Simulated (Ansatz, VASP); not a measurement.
## KTaO3: VASP beside Ansatz

Contents of INCAR:

```
  PREC = Accurate
  ENCUT = 520
  EDIFF = 1E-6
  ISMEAR = -1
  SIGMA = 0.02
  LREAL = False
  LASPH = True
  NELM = 80
  ALGO = Normal
  ISIF = 2
  LWAVE = False
  LCHARG = False
  GGA = PE
  NBANDS = 27
```

KPOINTS

```
Automatic mesh
0
Gamma
  6 6 6
```

The input POSCAR:

```
KTaO3
1.0
    3.9901311030      0.0000000000      0.0000000000
    0.0000000000      3.9901311030      0.0000000000
    0.0000000000      0.0000000000      3.8704271699
K Ta O
1 1 3
Direct
    0.0000000000      0.0000000000      0.0000000000
    0.5000000000      0.5000000000      0.5000000000
    0.5000000000      0.5000000000      0.0000000000
    0.5000000000      0.0000000000      0.5000000000
    0.0000000000      0.5000000000      0.5000000000
```

Input for Ansatz:

```yaml
crystal:
  lattice:
    - [3.990131103, 0.0, 0.0]
    - [0.0, 3.990131103, 0.0]
    - [0.0, 0.0, 3.8704271699]
  atoms:
    - { symbol: K, position: [0.0, 0.0, 0.0] }
    - { symbol: Ta, position: [0.5, 0.5, 0.5] }
    - { symbol: O, position: [0.5, 0.5, 0.0] }
    - { symbol: O, position: [0.5, 0.0, 0.5] }
    - { symbol: O, position: [0.0, 0.5, 0.5] }
kpoints:
  mp_grid: { grid: [6, 6, 6] }
  band_path:
    path: [[0.0, 0.0, 0.0], [0.0, 0.5, 0.0], [0.5, 0.5, 0.0], [0.5, 0.5, 0.5]]
    npoints: 1
hamiltonian:
  xc: pbe
scf:
  occupations: { method: fermi_dirac, width: 0.02 }
  n_extra_bands: 5
output:
  forces: true
  stress: true
  eigenvalues: true
  write_density: true
  write_potential: true
  elf: true
  volumetric_format: npy
```

Change from the starting cell: uniaxial_z strain -3.0%.

Alike in both runs: task single point; functional PBE; k mesh 6 × 6 × 6; occupations fermi-dirac, width 0.02 eV; no spin polarisation.

|  | VASP | Ansatz |
| --- | --- | --- |
| version | VASP 6.6.1 | Ansatz 0.2.0 |
| potentials or method | VASP PAW PBE potentials, release 64 (K_sv, Ta_pv, O) | plane waves, PAW |
| plane-wave cutoff (eV) | 520 | 420 |
| valence electrons in the cell | 38 | 40 |

Ansatz gave:

```
gap on the k mesh at the Fermi level (eV)                     : 2.23
pressure (GPa)                                                : 12.4
traceless stress, the component that is largest in VASP (GPa) : 9.01
```

What did VASP give for the same quantities?

gap on the k mesh at the Fermi level (eV): 2.18; pressure (GPa): 13.2; traceless stress, the component that is largest in VASP (GPa): 9.17.

VASP's potentials hold 38 valence electrons a cell and Ansatz's 40, so a difference there can come from the potentials and not from the codes.

Spin-orbit coupling is off throughout.
